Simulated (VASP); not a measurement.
# MgO (Fm-3m) in VASP: single point with r2SCAN

Aim: the single point of MgO with r2SCAN.

Everything below comes from runs of VASP 6.6.1. Logs are shortened: lines on timing, memory, paths and dates and some standing lists are left out, and cuts for length are marked.

### Step 1. The cell of the first run

Symmetry: Fm-3m, No. 225, cubic system. The conventional cell has a = 4.270 Å, b = 4.270 Å, c = 4.270 Å, α = 90.00°, β = 90.00°, γ = 90.00°. Within 2.8 Å of Mg (site symmetry m-3m) lie 6 O at 2.14 Å. O (site symmetry m-3m) has 6 Mg at 2.14 Å within 2.8 Å.

### Step 2. Single point, r2SCAN

Input file POSCAR:

```
MgO
1.0
    0.0000000000      2.1351500000      2.1351500000
    2.1351500000      0.0000000000      2.1351500000
    2.1351500000      2.1351500000      0.0000000000
Mg O
1 1
Direct
    0.0000000000      0.0000000000      0.0000000000
    0.5000000000      0.5000000000      0.5000000000
```

Input file INCAR.step1:

```
ALGO = Normal
EDIFF = 1E-4
ENCUT = 520
GGA = PE
ISMEAR = 0
LASPH = True
LCHARG = False
LREAL = False
LWAVE = True
NBANDS = 11
NELM = 100
PREC = Accurate
SIGMA = 0.05
```

Input file INCAR.step2:

```
ALGO = Normal
EDIFF = 1E-7
ENCUT = 520
ISIF = 2
ISMEAR = 0
ISTART = 1
LASPH = True
LCHARG = False
LMIXTAU = True
LREAL = False
LWAVE = False
METAGGA = R2SCAN
NBANDS = 11
NELM = 100
PREC = Accurate
SIGMA = 0.05
```

Input file KPOINTS:

```
k-points
0
Gamma
  10 10 10
```

Potentials or basis: VASP PAW PBE potentials, release 64 (Mg, O).

Command:

```bash
$ cat potpaw_PBE.64/Mg/POTCAR potpaw_PBE.64/O/POTCAR > POTCAR
$ cp INCAR.step1 INCAR
$ mpirun -np 1 vasp_std > vasp.out
$ cp INCAR.step2 INCAR
$ mpirun -np 1 vasp_std > vasp.out
```

OUTCAR:

```text
EDIFF = 1E-7
   ENCUT = 520
   ISIF = 2
   ISMEAR = 0
   ISTART = 1
   LASPH = True
   LREAL = False
   METAGGA = R2SCAN
   NELM = 100
   PREC = Accurate

 ion  position               nearest neighbor table
   1  0.000  0.000  0.000-   2 2.14   2 2.14   2 2.14   2 2.14   2 2.14   2 2.14
   2  0.500  0.500  0.500-   1 2.14   1 2.14   1 2.14   1 2.14   1 2.14   1 2.14

  LATTYP: Found a face centered cubic cell.
 ALAT       =     4.2703000000

  Lattice vectors:

 A1 = (   0.0000000000,   2.1351500000,   2.1351500000)
 A2 = (   2.1351500000,   0.0000000000,   2.1351500000)
 A3 = (   2.1351500000,   2.1351500000,   0.0000000000)

Analysis of symmetry for initial positions (statically):
=====================================================================
 Subroutine PRICEL returns:
 Original cell was already a primitive cell.

 Routine SETGRP: Setting up the symmetry group for a
 face centered cubic supercell.

 Subroutine GETGRP returns: Found 48 space group operations
 (whereof 48 operations were pure point group operations)
 out of a pool of 48 trial point group operations.

The static configuration has the point symmetry O_h .

Analysis of symmetry for dynamics (positions and initial velocities):
=====================================================================
 Subroutine PRICEL returns:
 Original cell was already a primitive cell.

 Routine SETGRP: Setting up the symmetry group for a
 face centered cubic supercell.

 Subroutine GETGRP returns: Found 48 space group operations
 (whereof 48 operations were pure point group operations)
 out of a pool of 48 trial point group operations.

The dynamic configuration has the point symmetry O_h .

 Subroutine INISYM returns: Found 48 space group operations
 (whereof 48 operations are pure point group operations),
 and found     1 'primitive' translations

----------------------------------------------------------------------------------------

                                     Primitive cell

  volume of cell :      19.4677

  direct lattice vectors                    reciprocal lattice vectors
     0.000000000  2.135150000  2.135150000    -0.234175585  0.234175585  0.234175585
     2.135150000  0.000000000  2.135150000     0.234175585 -0.234175585  0.234175585
     2.135150000  2.135150000  0.000000000     0.234175585  0.234175585 -0.234175585

  length of vectors
     3.019558088  3.019558088  3.019558088     0.405604011  0.405604011  0.405604011

[... 87 lines left out ...]
   ISYM   =      2    0-nonsym 1-usesym 2-fastsym
   POTIM  = 0.5000    time-step for ionic-motion
   TEBEG  =    0.0;   TEEND  =   0.0 temperature during run
   PSTRESS=    0.0 pullay stress
   NELECT =       8.0000    total number of electrons
   NUPDOWN=      -1.0000    fix difference up-down
   EMIN   =  10.00;   EMAX   =-10.00  energy-range for DOS
   EFERMI =   0.00;   METHOD = LEGACY
   ISMEAR =     0;   SIGMA  =   0.05  broadening in eV -4-tet -1-fermi 0-gaus
   EFERMI_NEDOS =   21; number of points for ismear=-14 and -15
   IALGO  =     38    algorithm
   IMIX   =      4    mixing-type and parameters
     AMIX     =   0.40;   BMIX     =  1.00
     AMIX_MAG =   1.60;   BMIX_MAG =  1.00
  volume/ion in A,a.u.               =       9.73        65.69
  Fermi-wavevector in a.u.,A,eV,Ry     =   1.217119  2.300022 20.155386  1.481379
  Thomas-Fermi vector in A             =   2.352450
   LORBIT       =      0    0 simple, 1 ext, 2 COOP (PROOUT), +10 PAW based schemes
   METAGGA = R2SCAN    functional components
   LHFCALC =     F    Hartree Fock is set to
   AEXX    =    0.0000 exact exchange contribution
   IVDW    =     0    specifies the selected vdW correction
   LEPSILON=     F    determine dielectric tensor
   LRPA    =     F    only Hartree local field effects (RPA)
 non-spin polarized calculation
 Gauss-broadening in eV      SIGMA  =   0.05
  energy-cutoff  :      520.00
  volume of cell :       19.47
 maximum number of plane-waves:       544
   NGX = 11   NGY = 11   NGZ = 11

 number of electron       8.0000002 magnetization

 Free energy of the ion-electron system (eV)
  ---------------------------------------------------
  ext. energy  EPLUGINS =         0.00000000
  ---------------------------------------------------
  free energy    TOTEN  =       -16.13572889 eV

  energy without entropy =      -16.13572889  energy(sigma->0) =      -16.13572889

 E-fermi :   2.8030     XC(G=0): -11.3847

 val. band max:        2.4807031956   @ k =   0.0000   0.0000   0.0000
 cond. band min:       7.6783537655   @ k =   0.0000   0.0000   0.0000
 fundamental gap:      5.1976505699
 Fermi energy:         2.8029950363

 k-point     1 :       0.0000    0.0000    0.0000
  band No.  band energies     occupation
      1     -15.5150      2.00000
      2       2.4807      2.00000
      3       2.4807      2.00000
      4       2.4807      2.00000
      5       7.6784      0.00000
      6      19.0698      0.00000
      7      19.0698      0.00000
      8      19.0698      0.00000
      9      23.0986      0.00000
     10      24.8226      0.00000
     11      24.8226      0.00000
[... 309 lines left out ...]
 k-point    24 :       0.4000    0.3000    0.0000
  band No.  band energies     occupation
      1     -14.4000      2.00000
      2      -0.9611      2.00000
      3       1.2212      2.00000
      4       1.4249      2.00000
      5      12.6475      0.00000
      6      13.4691      0.00000
      7      16.7994      0.00000
      8      21.3948      0.00000
      9      21.6077      0.00000
     10      28.2404      0.00000
     11      30.1030      0.00000

 [... further k-points ...]

------------------------ aborting loop because EDIFF is reached ----------------------------------------

  FORCE on cell =-STRESS in cart. coord.  units (eV):
  Direction    XX          YY          ZZ          XY          YZ          ZX
  --------------------------------------------------------------------------------------
  -------------------------------------------------------------------------------------
  Total       -0.9946142     -0.9946142     -0.9946142     -0.0000000     -0.0000000     -0.0000000
  in kB      -81.8559183    -81.8559183    -81.8559183     -0.0000000     -0.0000000     -0.0000000
  external PRESSURE =     -81.8559183 kB  Pullay stress =       0.0000000 kB

 VOLUME and BASIS-vectors are now :
 -----------------------------------------------------------------------------
  energy-cutoff  :      520.00
  volume of cell :       19.47
      direct lattice vectors                 reciprocal lattice vectors
     0.000000000  2.135150000  2.135150000    -0.234175585  0.234175585  0.234175585
     2.135150000  0.000000000  2.135150000     0.234175585 -0.234175585  0.234175585
     2.135150000  2.135150000  0.000000000     0.234175585  0.234175585 -0.234175585

 POSITION                                       TOTAL-FORCE (eV/Angst)
 -----------------------------------------------------------------------------------
      0.00000      0.00000      0.00000         0.000000      0.000000      0.000000
      2.13515      2.13515      2.13515        -0.000000     -0.000000     -0.000000
 -----------------------------------------------------------------------------------
    total drift:                               -0.000000     -0.000000      0.000000

  FREE ENERGIE OF THE ION-ELECTRON SYSTEM (eV)
  ---------------------------------------------------
  free  energy   TOTEN  =       -16.1357288860 eV

  energy  without entropy=      -16.1357288860  energy(sigma->0) =      -16.13572889
```

OUTCAR.step1:

```text
EDIFF = 1E-4
   ENCUT = 520
   GGA = PE
   ISMEAR = 0
   LASPH = True
[... 556 lines left out ...]
 -----------------------------------------------------------------------------------
      0.00000      0.00000      0.00000        -0.000000     -0.000000      0.000000
      2.13515      2.13515      2.13515         0.000000      0.000000     -0.000000
 -----------------------------------------------------------------------------------
    total drift:                               -0.000000     -0.000000      0.000000

  FREE ENERGIE OF THE ION-ELECTRON SYSTEM (eV)
  ---------------------------------------------------
  free  energy   TOTEN  =       -11.9097589262 eV

  energy  without entropy=      -11.9097589262  energy(sigma->0) =      -11.90975893
```

OSZICAR.step1:

```text
N       E                     dE             d eps       ncg     rms          rms(c)
DAV:   1     0.149810786795E+02    0.14981E+02   -0.45298E+03  1178   0.647E+02
DAV:   2    -0.128083830689E+02   -0.27789E+02   -0.27299E+02  1195   0.139E+02
DAV:   3    -0.134641272456E+02   -0.65574E+00   -0.65540E+00  1239   0.182E+01
DAV:   4    -0.134658871080E+02   -0.17599E-02   -0.17598E-02  1115   0.107E+00
DAV:   5    -0.134658928515E+02   -0.57435E-05   -0.57435E-05  1159   0.595E-02    0.719E+00
DAV:   6    -0.119299962676E+02    0.15359E+01   -0.90944E+00  1070   0.163E+01    0.229E+00
DAV:   7    -0.119160108915E+02    0.13985E-01   -0.66078E-02  1118   0.220E+00    0.135E+00
DAV:   8    -0.119102345935E+02    0.57763E-02   -0.31100E-02  1091   0.196E+00    0.258E-01
DAV:   9    -0.119097894550E+02    0.44514E-03   -0.65562E-04  1151   0.179E-01    0.144E-01
DAV:  10    -0.119097589262E+02    0.30529E-04   -0.55994E-04  1091   0.176E-01
   1 F= -.11909759E+02 E0= -.11909759E+02  d E =-.145957E-22
```

Run time: 29 s. Hardware: 1 thread of Intel Xeon Platinum 8559C (Emerald Rapids), shared host; peak memory 0.14 GiB.

Results:

| Quantity | Value |
| --- | --- |
| Free energy | -16.1357 eV |
| Pressure | -8.2 GPa |
| Band gap on the k mesh | 5.20 eV |

Caveat: the cell stands under tension; the PAW data sets were made with another functional, which shifts forces and pressure a little. r2SCAN opens gaps a little over a GGA but as a rule still falls short of measured ones.
